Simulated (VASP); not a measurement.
# Zr (C2/c) in VASP: single point with PBE

Aim: the single point of Zr with PBE.

Everything below comes from runs of VASP 6.6.1. Logs are shortened: lines on timing, memory, paths and dates and some standing lists are left out, and cuts for length are marked.

### 1 The cell of the first run

The typed cell holds 2 atoms: a = 3.232 Å, b = 3.232 Å, c = 5.177 Å, α = 90.03°, β = 90.03°, γ = 120.02°.

### 2 Single point, PBE

File INCAR:

```
SYSTEM = Zr
PREC = Accurate ; ENCUT = 500
EDIFF = 1E-6 ; ISMEAR = -1
SIGMA = 0.1 ; LREAL = .FALSE.
LASPH = .TRUE. ; NELM = 120
ALGO = Normal ; ISIF = 2
LWAVE = .FALSE. ; LCHARG = .FALSE.
GGA = PE ; NBANDS = 19
ISYM = 0 ; GGA_COMPAT = .FALSE.
```

File KPOINTS:

```
regular mesh
0
G
  12 12 8
  0 0 0
```

File POSCAR:

```
Zr
1.0
   -1.7855941814      2.1727305579      1.5918113791
    2.1727305579     -1.7855941814      1.5918113791
    3.6071645008      3.6071645008     -0.8827703965
Zr
2
Direct
    0.0415916982      0.9584083018      0.0000000000
    0.7084083018      0.2915916982      0.5000000000
```

Potentials or basis: VASP PAW PBE potentials, release 64 (Zr_sv).

The run is started by

```bash
$ cat potpaw_PBE.64/Zr_sv/POTCAR > POTCAR
$ mpirun -np 1 vasp_std > vasp.out
```

OUTCAR:

```text
SYSTEM = Zr
   PREC = Accurate
   ENCUT = 500
   EDIFF = 1E-6
   ISMEAR = -1
   LREAL = .FALSE.
   LASPH = .TRUE.
   NELM = 120
   ISIF = 2
   GGA = PE
   ISYM = 0

 ion  position               nearest neighbor table
   1  0.042  0.958  0.000-   2 3.19   2 3.19   2 3.19   2 3.19   2 3.19   2 3.19
   2  0.708  0.292  0.500-   1 3.19   1 3.19   1 3.19   1 3.19   1 3.19   1 3.19

IMPORTANT INFORMATION: All symmetrisations will be switched off!
NOSYMM: (Re-)initialisation of all symmetry stuff for point group C_1.

----------------------------------------------------------------------------------------

                                     Primitive cell

  volume of cell :      46.8096

  direct lattice vectors                    reciprocal lattice vectors
    -1.785594181  2.172730558  1.591811379    -0.088991525  0.163640603  0.305030055
     2.172730558 -1.785594181  1.591811379     0.163640603 -0.088991525  0.305030055
     3.607164501  3.607164501 -0.882770396     0.134607200  0.134607200 -0.032737135

  length of vectors
     3.231558157  3.231558157  5.177118411     0.357408832  0.357408832  0.193157750

  position of ions in fractional coordinates (direct lattice)
     0.041591698  0.958408302  0.000000000
     0.708408302  0.291591698  0.500000000

  ion indices of the primitive-cell ions
   primitive index   ion index
                 1           1
                 2           2

----------------------------------------------------------------------------------------

 KPOINTS: regular mesh

Automatic generation of k-mesh.
 Grid dimensions read from file:
 generate k-points for:   12   12    8

 Generating k-lattice:

  Cartesian coordinates                     Fractional coordinates (reciprocal lattice)
    -0.007415960  0.013636717  0.025419171     0.083333333  0.000000000 -0.000000000
     0.013636717 -0.007415960  0.025419171     0.000000000  0.083333333 -0.000000000
     0.016825900  0.016825900 -0.004092142     0.000000000  0.000000000  0.125000000

  Length of vectors
     0.029784069  0.029784069  0.024144719

  Shift w.r.t. Gamma in fractional coordinates (k-lattice)
     0.000000000  0.000000000  0.000000000

 Subroutine IBZKPT returns following result:
 ===========================================

 Found    580 irreducible k-points:

 Following reciprocal coordinates:
            Coordinates               Weight
  0.000000  0.000000  0.000000      1.000000
  0.083333  0.000000  0.000000      2.000000
[... 38 lines left out ...]
   LASPH  =      T    aspherical Exc in radial PAW
   ENCUT  =  500.0 eV  36.75 Ry    6.06 a.u.   5.89  5.89  9.44*2*pi/ulx,y,z
   NELM   =    120;   NELMIN=  2; NELMDL= -5     # of ELM steps
   EDIFF  = 0.1E-05   stopping-criterion for ELM
   LREAL  =      F    real-space projection
   EDIFFG = 0.1E-04   stopping-criterion for IOM
   NSW    =      0    number of steps for IOM
   IBRION =     -1    ionic relax: 0-MD 1-quasi-New 2-CG
   NFREE  =      0    steps in history (QN), initial steepest desc. (CG)
   ISIF   =      2    stress and relaxation
   ISYM   =      0    0-nonsym 1-usesym 2-fastsym
   POTIM  = 0.5000    time-step for ionic-motion
   TEBEG  =    0.0;   TEEND  =   0.0 temperature during run
   PSTRESS=    0.0 pullay stress
   NELECT =      24.0000    total number of electrons
   NUPDOWN=      -1.0000    fix difference up-down
   EMIN   =  10.00;   EMAX   =-10.00  energy-range for DOS
   EFERMI =   0.00;   METHOD = LEGACY
   ISMEAR =    -1;   SIGMA  =   0.10  broadening in eV -4-tet -1-fermi 0-gaus
   EFERMI_NEDOS =   21; number of points for ismear=-14 and -15
   IALGO  =     38    algorithm
   IMIX   =      4    mixing-type and parameters
     AMIX     =   0.40;   BMIX     =  1.00
     AMIX_MAG =   1.60;   BMIX_MAG =  1.00
  volume/ion in A,a.u.               =      23.40       157.94
  Fermi-wavevector in a.u.,A,eV,Ry     =   1.310289  2.476087 23.359251  1.716857
  Thomas-Fermi vector in A             =   2.440829
   LORBIT       =      0    0 simple, 1 ext, 2 COOP (PROOUT), +10 PAW based schemes
   GGA     = PE    functional components
   LHFCALC =     F    Hartree Fock is set to
   AEXX    =    0.0000 exact exchange contribution
   IVDW    =     0    specifies the selected vdW correction
   LEPSILON=     F    determine dielectric tensor
   LRPA    =     F    only Hartree local field effects (RPA)
 non-spin polarized calculation
  energy-cutoff  :      500.00
  volume of cell :       46.81
 maximum number of plane-waves:      1200
   NGX = 11   NGY = 11   NGZ = 19

 number of electron      24.0000001 magnetization

 Free energy of the ion-electron system (eV)
  ---------------------------------------------------
  ext. energy  EPLUGINS =         0.00000000
  ---------------------------------------------------
  free energy    TOTEN  =       -17.07437541 eV

  energy without entropy =      -17.00255492  energy(sigma->0) =      -17.03846516

 E-fermi :   8.9057     XC(G=0): -11.0578

 val. band max:        8.9051937190   @ k =  -0.1667  -0.3333  -0.3750
 cond. band min:       8.9140776148   @ k =  -0.0833   0.1667  -0.0000
 fundamental gap:      0.0088838959
 Fermi energy:         8.9056592024

 k-point     1 :       0.0000    0.0000    0.0000
  band No.  band energies     occupation
      1     -39.9082      2.00000
      2     -39.7606      2.00000
      3     -18.4128      2.00000
      4     -17.5626      2.00000
      5     -17.5618      2.00000
      6     -17.4349      2.00000
[... 505 lines left out ...]
      6     -17.7909      2.00000
[... 11 lines left out ...]
     18      14.0552      0.00000
     19      14.7984      0.00000

 [... further k-points ...]

------------------------ aborting loop because EDIFF is reached ----------------------------------------

  FORCE on cell =-STRESS in cart. coord.  units (eV):
  Direction    XX          YY          ZZ          XY          YZ          ZX
  --------------------------------------------------------------------------------------
  -------------------------------------------------------------------------------------
  Total        0.0153570      0.0153579      0.0180044      0.0047501      0.0055022      0.0055167
  in kB        0.5256310      0.5256648      0.6162451      0.1625841      0.1883271      0.1888236
  external PRESSURE =       0.5558470 kB  Pullay stress =       0.0000000 kB

 VOLUME and BASIS-vectors are now :
 -----------------------------------------------------------------------------
  energy-cutoff  :      500.00
  volume of cell :       46.81
      direct lattice vectors                 reciprocal lattice vectors
    -1.785594181  2.172730558  1.591811379    -0.088991525  0.163640603  0.305030055
     2.172730558 -1.785594181  1.591811379     0.163640603 -0.088991525  0.305030055
     3.607164501  3.607164501 -0.882770396     0.134607200  0.134607200 -0.032737135

 POSITION                                       TOTAL-FORCE (eV/Angst)
 -----------------------------------------------------------------------------------
      2.00810     -1.62096      1.59181         0.000206     -0.000217      0.000001
      1.17220      2.82210      1.15043        -0.000206      0.000217     -0.000001
 -----------------------------------------------------------------------------------
    total drift:                                0.000001      0.000001      0.000001

  FREE ENERGIE OF THE ION-ELECTRON SYSTEM (eV)
  ---------------------------------------------------
  free  energy   TOTEN  =       -17.0743754123 eV

  energy  without entropy=      -17.0025549159  energy(sigma->0) =      -17.03846516
```

OSZICAR:

```text
N       E                     dE             d eps       ncg     rms          rms(c)
DAV:   1     0.198829877619E+03    0.19883E+03   -0.12640E+04 22040   0.121E+03
DAV:   2    -0.346674576937E+01   -0.20230E+03   -0.19844E+03 25383   0.357E+02
DAV:   3    -0.175058610256E+02   -0.14039E+02   -0.13901E+02 39943   0.655E+01
DAV:   4    -0.177792790283E+02   -0.27342E+00   -0.27310E+00 25901   0.964E+00
DAV:   5    -0.177875033124E+02   -0.82243E-02   -0.82225E-02 32209   0.117E+00    0.142E+01
DAV:   6    -0.171855890334E+02    0.60191E+00   -0.93905E-01 24051   0.731E+00    0.555E+00
DAV:   7    -0.170680813787E+02    0.11751E+00   -0.59349E-01 30733   0.510E+00    0.111E+00
DAV:   8    -0.170742983837E+02   -0.62170E-02   -0.40705E-02 29249   0.147E+00    0.246E-01
DAV:   9    -0.170744203976E+02   -0.12201E-03   -0.14783E-03 28531   0.336E-01    0.336E-02
DAV:  10    -0.170743803468E+02    0.40051E-04   -0.61557E-05 29109   0.486E-02    0.250E-02
DAV:  11    -0.170743750174E+02    0.53294E-05   -0.15186E-05 23713   0.289E-02    0.145E-02
DAV:  12    -0.170743754123E+02   -0.39489E-06   -0.57636E-06 23065   0.263E-02
   1 F= -.17074375E+02 E0= -.17038465E+02  d E =-.718205E-01
```

Wall time 7.9 min (1 thread of Intel Xeon 8259CL, shared host); peak memory 0.47 GiB.

Results:

```yaml
Free_energy: -17.0744 eV
Pressure: 0.1 GPa
Band_gap_on_the_k_mesh: zero (bands 12 and 13 overlap by 1.07 eV)
```

Levels at points of the mesh, in eV from the Fermi level:
```tsv
k point	band 9	band 10	band 11	band 12	band 13	band 14	band 15	band 16
(0.00, 0.00, 0.00)	-5.62	-2.99	0.90	0.91	0.99	1.14	1.57	1.58
(0.50, 0.00, 0.00)	-2.52	-2.47	-2.10	-0.17	0.60	0.78	1.46	4.93
(0.00, 0.50, 0.00)	-2.52	-2.47	-2.10	-0.17	0.60	0.78	1.46	4.93
(0.50, 0.50, 0.00)	-2.52	-2.47	-2.10	-0.18	0.61	0.77	1.45	4.92
(0.00, 0.00, 0.50)	-3.93	-3.93	0.05	0.05	0.81	0.81	0.82	0.82
(0.50, 0.00, 0.50)	-2.82	-2.82	-1.03	-1.03	1.64	1.65	2.25	2.25
(0.00, 0.50, 0.50)	-2.82	-2.82	-1.03	-1.03	1.64	1.65	2.25	2.25
(0.50, 0.50, 0.50)	-2.82	-2.82	-1.03	-1.03	1.64	1.64	2.26	2.26
```
